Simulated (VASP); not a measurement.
# SiC (I-4m2) in VASP: notebook

SiC is run at these levels: PBE; tasks: single point.

All numbers are computed with VASP 6.6.1; they aren't measurements. Logs are shortened: lines on timing, memory, paths and dates and some standing lists are left out, and cuts for length are marked.

### 1 The cell of the first run

It takes space group I-4m2 (No. 119, tetragonal). The conventional cell has a = 3.167 Å, b = 3.167 Å, c = 4.348 Å, α = 90.00°, β = 90.00°, γ = 90.00°. Si (site symmetry -4m2) has 4 C at 1.92 Å within 2.5 Å. Within 2.5 Å of C (site symmetry -4m2) lie 4 Si at 1.92 Å.

### 2 Single point, PBE (strain +0.030 along x and y, +0.000 along z)

Input file INCAR:

```
  PREC = Accurate
  ENCUT = 520
  EDIFF = 1E-7
  ISMEAR = 0
  SIGMA = 0.05
  LREAL = F
  LASPH = T
  NELM = 100
  ALGO = Normal
  ISIF = 2
  LWAVE = F
  LCHARG = F
  GGA = PE
  NBANDS = 11
```

Input file KPOINTS:

```
regular mesh
0
Gamma
  12 12 12
```

Input file POSCAR:

```
SiC
1.0
    0.0000000000      2.2392200000      2.1740000000
    2.2392200000      0.0000000000      2.1740000000
    2.2392200000      2.2392200000      0.0000000000
Si C
1 1
Direct
    0.0000000000      0.0000000000      0.0000000000
    0.7500000000      0.7500000000      0.7500000000
```

Potentials or basis: VASP PAW PBE potentials, release 64 (Si, C).

On the command line:

```sh
cat potpaw_PBE.64/Si/POTCAR potpaw_PBE.64/C/POTCAR > POTCAR
mpirun -np 1 vasp_std > vasp.out
```

OUTCAR:

```text
PREC = Accurate
   ENCUT = 520
   EDIFF = 1E-7
   ISMEAR = 0
   LREAL = F
   LASPH = T
   NELM = 100
   ISIF = 2
   GGA = PE

 ion  position               nearest neighbor table
   1  0.000  0.000  0.000-   2 1.92   2 1.92   2 1.92   2 1.92
   2  0.750  0.750  0.750-   1 1.92   1 1.92   1 1.92   1 1.92

  LATTYP: Found a body centered tetragonal cell.
 ALAT       =     3.1667352931
 C/A-ratio  =     1.3730228761

  Lattice vectors:

 A1 = (   0.0000000000,  -2.2392200000,  -2.1740000000)
 A2 = (   0.0000000000,   2.2392200000,  -2.1740000000)
 A3 = (   2.2392200000,   0.0000000000,   2.1740000000)

Analysis of symmetry for initial positions (statically):
=====================================================================
 Subroutine PRICEL returns:
 Original cell was already a primitive cell.

 Routine SETGRP: Setting up the symmetry group for a
 body centered tetragonal supercell.

 Subroutine GETGRP returns: Found  8 space group operations
 (whereof  8 operations were pure point group operations)
 out of a pool of 16 trial point group operations.

The static configuration has the point symmetry D_2d.

Analysis of symmetry for dynamics (positions and initial velocities):
=====================================================================
 Subroutine PRICEL returns:
 Original cell was already a primitive cell.

 Routine SETGRP: Setting up the symmetry group for a
 body centered tetragonal supercell.

 Subroutine GETGRP returns: Found  8 space group operations
 (whereof  8 operations were pure point group operations)
 out of a pool of 16 trial point group operations.

The dynamic configuration has the point symmetry D_2d.

 Subroutine INISYM returns: Found  8 space group operations
 (whereof  8 operations are pure point group operations),
 and found     1 'primitive' translations

----------------------------------------------------------------------------------------

                                     Primitive cell

  volume of cell :      21.8013

  direct lattice vectors                    reciprocal lattice vectors
     0.000000000  2.239220000  2.174000000    -0.223292039  0.223292039  0.229990800
     2.239220000  0.000000000  2.174000000     0.223292039 -0.223292039  0.229990800
     2.239220000  2.239220000  0.000000000     0.223292039  0.223292039 -0.229990800

  length of vectors
     3.120958540  3.120958540  3.166735293     0.390658979  0.390658979  0.390658979

  position of ions in fractional coordinates (direct lattice)
     0.000000000  0.000000000  0.000000000
     0.750000000  0.750000000  0.750000000

  ion indices of the primitive-cell ions
   primitive index   ion index
                 1           1
                 2           2

----------------------------------------------------------------------------------------

 KPOINTS: regular mesh

Automatic generation of k-mesh.
 Grid dimensions read from file:
 generate k-points for:   12   12   12

 Generating k-lattice:

  Cartesian coordinates                     Fractional coordinates (reciprocal lattice)
    -0.018607670  0.018607670  0.019165900     0.083333333  0.000000000  0.000000000
     0.018607670 -0.018607670  0.019165900     0.000000000  0.083333333  0.000000000
     0.018607670  0.018607670 -0.019165900    -0.000000000 -0.000000000  0.083333333

  Length of vectors
     0.032554915  0.032554915  0.032554915

  Shift w.r.t. Gamma in fractional coordinates (k-lattice)
     0.000000000  0.000000000  0.000000000

 Subroutine IBZKPT returns following result:
 ===========================================

 Found    163 irreducible k-points:

 Following reciprocal coordinates:
            Coordinates               Weight
  0.000000  0.000000  0.000000      1.000000
  0.083333 -0.000000  0.000000      8.000000
  0.166667 -0.000000  0.000000      8.000000
  0.250000 -0.000000  0.000000      8.000000
  0.333333 -0.000000  0.000000      8.000000
  0.416667 -0.000000  0.000000      8.000000
[... 16 lines left out ...]
  0.500000  0.166667  0.000000      8.000000
 -0.416667  0.166667  0.000000      8.000000
 [... further k-points ...]
   k-points           NKPTS =    163   k-points in BZ     NKDIM =    163   number of bands    NBANDS=     11
   number of dos      NEDOS =    301   number of ions     NIONS =      2
   total plane-waves  NPLWV =  13824
   dimension x,y,z NGX =    24 NGY =   24 NGZ =   24
   dimension x,y,z NGXF=    48 NGYF=   48 NGZF=   48
   ions per type =               1   1
   NGX,Y,Z   is equivalent  to a cutoff of  12.78, 12.78, 12.60 a.u.
   NGXF,Y,Z  is equivalent  to a cutoff of  25.57, 25.57, 25.20 a.u.
 SYSTEM =  unknown system
   PREC   = accura    normal or accurate (medium, high low for compatibility)
   ISTART =      0    job   : 0-new  1-cont  2-samecut
   ICHARG =      2    charge: 1-file 2-atom 10-const
   ISPIN  =      1    spin polarized calculation?
   LNONCOLLINEAR =      F non collinear calculations
   LSORBIT =      F    spin-orbit coupling
   LASPH  =      T    aspherical Exc in radial PAW
   ENCUT  =  520.0 eV  38.22 Ry    6.18 a.u.   5.80  5.80  5.89*2*pi/ulx,y,z
   NELM   =    100;   NELMIN=  2; NELMDL= -5     # of ELM steps
   EDIFF  = 0.1E-06   stopping-criterion for ELM
   LREAL  =      F    real-space projection
   EDIFFG = 0.1E-05   stopping-criterion for IOM
   NSW    =      0    number of steps for IOM
   IBRION =     -1    ionic relax: 0-MD 1-quasi-New 2-CG
   NFREE  =      0    steps in history (QN), initial steepest desc. (CG)
   ISIF   =      2    stress and relaxation
   ISYM   =      2    0-nonsym 1-usesym 2-fastsym
   POTIM  = 0.5000    time-step for ionic-motion
   TEBEG  =    0.0;   TEEND  =   0.0 temperature during run
   PSTRESS=    0.0 pullay stress
   NELECT =       8.0000    total number of electrons
   NUPDOWN=      -1.0000    fix difference up-down
   EMIN   =  10.00;   EMAX   =-10.00  energy-range for DOS
   EFERMI =   0.00;   METHOD = LEGACY
   ISMEAR =     0;   SIGMA  =   0.05  broadening in eV -4-tet -1-fermi 0-gaus
   EFERMI_NEDOS =   21; number of points for ismear=-14 and -15
   IALGO  =     38    algorithm
   IMIX   =      4    mixing-type and parameters
     AMIX     =   0.40;   BMIX     =  1.00
     AMIX_MAG =   1.60;   BMIX_MAG =  1.00
  volume/ion in A,a.u.               =      10.90        73.56
  Fermi-wavevector in a.u.,A,eV,Ry     =   1.172044  2.214841 18.690139  1.373686
  Thomas-Fermi vector in A             =   2.308478
   LORBIT       =      0    0 simple, 1 ext, 2 COOP (PROOUT), +10 PAW based schemes
   GGA     = PE    functional components
   LHFCALC =     F    Hartree Fock is set to
   AEXX    =    0.0000 exact exchange contribution
   IVDW    =     0    specifies the selected vdW correction
   LEPSILON=     F    determine dielectric tensor
   LRPA    =     F    only Hartree local field effects (RPA)
 non-spin polarized calculation
 Gauss-broadening in eV      SIGMA  =   0.05
  energy-cutoff  :      520.00
  volume of cell :       21.80
 maximum number of plane-waves:       604
   NGX = 11   NGY = 11   NGZ = 11

 number of electron       8.0000000 magnetization

 Free energy of the ion-electron system (eV)
  ---------------------------------------------------
  ext. energy  EPLUGINS =         0.00000000
  ---------------------------------------------------
  free energy    TOTEN  =       -15.03234789 eV

  energy without entropy =      -15.03234789  energy(sigma->0) =      -15.03234789

 E-fermi :   7.9661     XC(G=0): -11.1305

 val. band max:        7.6604408295   @ k =   0.0000   0.0000   0.0000
 cond. band min:       8.7707978018   @ k =   0.5000   0.5000   0.0000
 fundamental gap:      1.1103569723
 Fermi energy:         7.9661134237

 k-point     1 :       0.0000    0.0000    0.0000
  band No.  band energies     occupation
      1      -7.4666      2.00000
      2       7.4716      2.00000
      3       7.4716      2.00000
      4       7.6604      2.00000
      5      13.1514      0.00000
      6      14.4315      0.00000
      7      14.5191      0.00000
      8      14.5191      0.00000
      9      21.3109      0.00000
     10      22.1257      0.00000
     11      23.2190      0.00000

 k-point     2 :       0.0833   -0.0000    0.0000
  band No.  band energies     occupation
      1      -7.3363      2.00000
      2       6.8012      2.00000
      3       7.3685      2.00000
      4       7.5211      2.00000
      5      13.4370      0.00000
      6      14.5281      0.00000
      7      14.6808      0.00000
      8      14.7107      0.00000
      9      20.6706      0.00000
     10      21.3314      0.00000
     11      23.4199      0.00000

 k-point     3 :       0.1667   -0.0000    0.0000
  band No.  band energies     occupation
      1      -6.9494      2.00000
      2       5.1959      2.00000
      3       7.1137      2.00000
      4       7.3038      2.00000
      5      13.3855      0.00000
      6      14.9754      0.00000
      7      14.9868      0.00000
      8      15.4468      0.00000
      9      20.0369      0.00000
     10      20.4654      0.00000
     11      22.8580      0.00000

 k-point     4 :       0.2500   -0.0000    0.0000
  band No.  band energies     occupation
      1      -6.3212      2.00000
      2       3.3328      2.00000
      3       6.8141      2.00000
      4       7.0561      2.00000
      5      13.0335      0.00000
      6      15.0072      0.00000
      7      15.2285      0.00000
      8      16.4441      0.00000
      9      20.3095      0.00000
     10      20.4146      0.00000
     11      22.3028      0.00000
[... 239 lines left out ...]
 k-point    22 :       0.4167    0.1667    0.0000
  band No.  band energies     occupation
      1      -4.7101      2.00000
      2       1.2012      2.00000
      3       5.4146      2.00000
      4       5.5850      2.00000
      5      12.0380      0.00000
      6      15.0920      0.00000
      7      16.3275      0.00000
      8      16.5103      0.00000
      9      20.6511      0.00000
     10      24.4009      0.00000
     11      24.9789      0.00000

 k-point    23 :       0.5000    0.1667    0.0000
  band No.  band energies     occupation
      1      -3.9006      2.00000
      2      -0.0321      2.00000
      3       5.0036      2.00000
      4       5.6469      2.00000
      5      12.0412      0.00000
      6      15.0714      0.00000
      7      15.9306      0.00000
      8      17.5976      0.00000
      9      21.0200      0.00000
     10      24.3997      0.00000
     11      25.3258      0.00000

 k-point    24 :      -0.4167    0.1667    0.0000
  band No.  band energies     occupation
      1      -3.7844      2.00000
      2      -0.1948      2.00000
      3       4.7097      2.00000
      4       5.8690      2.00000
      5      12.2834      0.00000
      6      14.9833      0.00000
      7      15.6488      0.00000
      8      18.3076      0.00000
      9      21.4816      0.00000
     10      22.5657      0.00000
     11      25.3417      0.00000

 [... further k-points ...]

------------------------ aborting loop because EDIFF is reached ----------------------------------------

  FORCE on cell =-STRESS in cart. coord.  units (eV):
  Direction    XX          YY          ZZ          XY          YZ          ZX
  --------------------------------------------------------------------------------------
  -------------------------------------------------------------------------------------
  Total       -1.3363575     -1.3363575     -0.3714256      0.0000000      0.0000000     -0.0000000
  in kB      -98.2087490    -98.2087490    -27.2960232      0.0000000      0.0000000     -0.0000000
  external PRESSURE =     -74.5711737 kB  Pullay stress =       0.0000000 kB

 VOLUME and BASIS-vectors are now :
 -----------------------------------------------------------------------------
  energy-cutoff  :      520.00
  volume of cell :       21.80
      direct lattice vectors                 reciprocal lattice vectors
     0.000000000  2.239220000  2.174000000    -0.223292039  0.223292039  0.229990800
     2.239220000  0.000000000  2.174000000     0.223292039 -0.223292039  0.229990800
     2.239220000  2.239220000  0.000000000     0.223292039  0.223292039 -0.229990800

 POSITION                                       TOTAL-FORCE (eV/Angst)
 -----------------------------------------------------------------------------------
      0.00000      0.00000      0.00000         0.000000      0.000000      0.000000
      3.35883      3.35883      3.26100        -0.000000     -0.000000     -0.000000
 -----------------------------------------------------------------------------------
    total drift:                               -0.000000     -0.000000      0.000000

  FREE ENERGIE OF THE ION-ELECTRON SYSTEM (eV)
  ---------------------------------------------------
  free  energy   TOTEN  =       -15.0323478854 eV

  energy  without entropy=      -15.0323478854  energy(sigma->0) =      -15.03234789
```

Run time: 10 s. Hardware: 1 thread of Intel Xeon 6975P-C (Granite Rapids), shared host; peak memory 0.16 GiB.

Results:

- Free energy: -15.0323 eV
- Pressure: -7.5 GPa
- Band gap on the k mesh: 1.11 eV, indirect (least direct gap 4.45 eV)

Levels at points of the mesh, in eV from the valence-band top:
| k point | band 2 | band 3 | band 4 | band 5 | band 6 | band 7 |
| --- | --- | --- | --- | --- | --- | --- |
| (0.00, 0.00, 0.00) | -0.19 | -0.19 | 0.00 | 5.49 | 6.77 | 6.86 |
| (0.50, 0.00, 0.00) | -8.38 | -1.33 | -1.00 | 4.78 | 6.69 | 7.16 |
| (0.50, 0.50, 0.00) | -7.52 | -3.41 | -3.41 | 1.11 | 3.68 | 13.23 |
| (0.50, 0.00, 0.50) | -7.88 | -3.13 | -3.08 | 1.37 | 4.18 | 12.91 |

Caveat: the cell differs from its parent crystal (strain +0.030 along x and y, +0.000 along z). A k mesh can miss the band edges.

### 3 Single point, PBE (strain +0.015 along x and y, +0.030 along z)

Input file INCAR:

```
  PREC = Accurate
  ENCUT = 520
  EDIFF = 1E-7
  ISMEAR = 0
  SIGMA = 0.05
  LREAL = False
  LASPH = True
  NELM = 100
  ALGO = Normal
  ISIF = 2
  LWAVE = False
  LCHARG = False
  GGA = PE
  NBANDS = 11
```

Input file KPOINTS:

```
Automatic mesh
0
Gamma
  12 12 12
```

Input file POSCAR:

```
SiC
1.0
    0.0000000000      2.2066100000      2.2392200000
    2.2066100000      0.0000000000      2.2392200000
    2.2066100000      2.2066100000      0.0000000000
Si C
1 1
Direct
    0.0000000000      0.0000000000      0.0000000000
    0.7500000000      0.7500000000      0.7500000000
```

Potentials or basis: VASP PAW PBE potentials, release 64 (Si, C).

On the command line:

```sh
cat potpaw_PBE.64/Si/POTCAR potpaw_PBE.64/C/POTCAR > POTCAR
mpirun -np 1 vasp_std > vasp.out
```

Wall time 10 s (1 thread of Intel Xeon 6975P-C (Granite Rapids), shared host); peak memory 0.16 GiB.

Results (log left out):

```yaml
Free_energy: -15.0393 eV
Pressure: -7.5 GPa
Band_gap_on_the_k_mesh: 1.33 eV, indirect (least direct gap 4.47 eV)
```

Stress tensor (GPa, compression positive):
```
 -6.18   0.00   0.00
  0.00  -6.18   0.00
  0.00   0.00 -10.01
```

Levels at points of the mesh, in eV from the valence-band top:
```tsv
k point	band 1	band 2	band 3	band 4	band 5	band 6	band 7	band 8
(0.00, 0.00, 0.00)	-15.03	-0.10	0.00	0.00	5.59	6.91	6.91	6.95
(0.50, 0.00, 0.00)	-11.66	-8.29	-1.16	-0.99	4.91	6.90	7.09	9.73
(0.50, 0.50, 0.00)	-10.33	-7.78	-3.02	-3.02	1.46	4.27	13.43	13.43
(0.50, 0.00, 0.50)	-10.22	-7.61	-3.18	-3.15	1.33	4.03	13.16	13.59
```

Caveat: the cell differs from its parent crystal (strain +0.015 along x and y, +0.030 along z). A k mesh can miss the band edges.

### 4 Single point, PBE (strain +0.030 along x and y, +0.015 along z)

Input file INCAR:

```
SYSTEM = SiC
PREC = Accurate
ENCUT = 520
EDIFF = 1E-7
ISMEAR = 0
SIGMA = 0.05
LREAL = .FALSE.
LASPH = .TRUE.
NELM = 60
ALGO = Normal
ISIF = 2
LWAVE = .FALSE.
LCHARG = .FALSE.
GGA = PE
NBANDS = 11
```

Input file KPOINTS:

```
regular mesh
0
G
  12 12 12
  0 0 0
```

Input file POSCAR:

```
SiC
1.0
    0.0000000000      2.2392200000      2.2066100000
    2.2392200000      0.0000000000      2.2066100000
    2.2392200000      2.2392200000      0.0000000000
Si C
1 1
Direct
    0.0000000000      0.0000000000      0.0000000000
    0.7500000000      0.7500000000      0.7500000000
```

On the command line:

```sh
cat potpaw_PBE.64/Si/POTCAR potpaw_PBE.64/C/POTCAR > POTCAR
mpirun -np 1 vasp_std > vasp.out
```

It took 11 s on 1 thread of Intel Xeon 6975P-C (Granite Rapids), shared host; peak memory 0.15 GiB.

The run converged. Its results:

- Free energy: -15.0218 eV
- Pressure: -10.1 GPa
- Band gap on the k mesh: 1.27 eV, indirect (least direct gap 4.45 eV)

Stress tensor (GPa, compression positive):
```
-11.25   0.00   0.00
  0.00 -11.25   0.00
  0.00   0.00  -7.64
```

Levels at points of the mesh, in eV from the valence-band top:
```
           k point  band 1  band 2  band 3  band 4  band 5  band 6  band 7  band 8
(0.00, 0.00, 0.00)  -14.95   -0.10   -0.10    0.00    5.39    6.76    6.81    6.81
(0.50, 0.00, 0.00)  -11.63   -8.24   -1.18   -1.02    4.76    6.79    7.01    9.62
(0.50, 0.50, 0.00)  -10.17   -7.54   -3.22   -3.22    1.27    3.87   13.16   13.16
(0.50, 0.00, 0.50)  -10.28   -7.71   -3.08   -3.06    1.40    4.11   13.01   13.42
```

Caveat: the cell differs from its parent crystal (strain +0.030 along x and y, +0.015 along z). A k mesh can miss the band edges.

### 5 Overview

```tsv
cell	gap on the mesh (eV)	pressure (GPa)
a = 3.121, b = 3.121, c = 3.167 Å, angles 59.5, 59.5, 61.0°, 2 atoms	1.11	-7.5
a = 3.144, b = 3.144, c = 3.121 Å, angles 60.2, 60.2, 59.5°, 2 atoms	1.33	-7.5
a = 3.144, b = 3.144, c = 3.167 Å, angles 59.8, 59.8, 60.5°, 2 atoms	1.27	-10.1
```

Alike in all rows: task single point; level PBE; potentials or basis VASP PAW PBE potentials, release 64 (Si, C); no spin polarisation; k mesh 12 × 12 × 12; cutoff (eV) 520; smearing gaussian 0.05 eV.

Absolute energies hang on the potentials; compare differences alone.
